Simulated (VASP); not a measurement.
Ti, 1 atom in the cell. The structure is cubic, space group Fm-3m (No. 225). The conventional cell has a = 4.140 Å, b = 4.140 Å, c = 4.140 Å, α = 90.00°, β = 90.00°, γ = 90.00°. Ti (site symmetry m-3m) has 12 Ti at 2.93 Å within 3.9 Å.  This cell differs from its parent crystal: volume scaled by 1.06.

| Property | Result |
| --- | --- |
| Program | VASP 6.6.1 |
| Task | single point |
| Functional | PBE |
| Potentials or basis | VASP PAW PBE potentials, release 64 (Ti_sv) |
| Cutoff | 500 eV |
| k mesh | 15 × 15 × 15 |
| Occupations | fermi-dirac, width 0.05 eV |
| Spin | no spin polarisation |
| Dipole correction | no |
| Further INCAR settings | ALGO = Normal; EDIFF = 1e-06; NBANDS = 12 |

Potentials or basis: VASP PAW PBE potentials, release 64 (Ti_sv).

The run is started by

```sh
$ cat potpaw_PBE.64/Ti_sv/POTCAR > POTCAR
$ mpirun -np 1 vasp_std > vasp.out
```

Hardware: 1 thread of Intel Xeon 8259CL (shared host).

Q: Estimate the wall time of this run.

A: It took 30 s on 1 thread of Intel Xeon 8259CL, with other jobs on the host, peak memory 0.15 GiB. Counts: scf iterations 12, k points 120.
